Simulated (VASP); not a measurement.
Write the native input for VASP 6.6.1 that does the following.

```yaml
Task: single point
Functional: PBEsol
Potentials_or_basis: VASP PAW PBE potentials, release 64 (Ta_pv)
Cutoff: 520 eV
k_mesh: 26 × 26 × 26
Occupations: gaussian, width 0.15 eV
Spin: no spin polarisation
Dipole_correction: no
Further_INCAR_settings: ALGO = Fast; EDIFF = 1e-06; NBANDS = 12
```

The structure of Ta lies in POSCAR:

```
Ta
1.0
   -1.6402597622      1.6894675551      1.6402597622
    1.6402597622     -1.6894675551      1.6402597622
    1.6402597622      1.6894675551     -1.6402597622
Ta
1
Direct
    0.0000000000      0.0000000000      0.0000000000
```

This cell differs from its parent crystal: strain +0.0300 x Voigt [0, 1, 0, 0, 0, 0].

These files were run (other wordings do the same):

INCAR

```
PREC     = Accurate       # precision mode
ENCUT    = 520            # plane-wave cutoff, eV
EDIFF    = 1E-6           # SCF threshold, eV
ISMEAR   = 0              # smearing method
SIGMA    = 0.15           # smearing width, eV
LREAL    = F              # projectors in reciprocal space
LASPH    = T              # aspherical terms in the spheres
NELM     = 80             # most SCF steps
ALGO     = Fast           # electronic algorithm
ISIF     = 2              # what is computed and relaxed
LWAVE    = F              # write WAVECAR
LCHARG   = F              # write CHGCAR
GGA      = PS             # functional
NBANDS   = 12             # bands
```

KPOINTS

```
regular mesh
0
Gamma
  26 26 26
```

Potentials or basis: VASP PAW PBE potentials, release 64 (Ta_pv).

Command:

```bash
$ cat potpaw_PBE.64/Ta_pv/POTCAR > POTCAR
$ mpirun -np 1 vasp_std > vasp.out
```

Results of the run:

The pressure is -5.4 GPa and the band gap on the k mesh is zero (an odd number of electrons rules out a gap without spin polarisation).

Caveat: the cell differs from its parent crystal (strain +0.0300 x Voigt [0, 1, 0, 0, 0, 0]); the cell stands under tension; the PAW data sets were made with another functional, which shifts forces and pressure a little; spin-orbit coupling is left out, which moves the levels of the heavy elements.

Run time: 2.5 min on 1 thread of AMD EPYC 7R13 (shared host), peak memory 0.38 GiB.
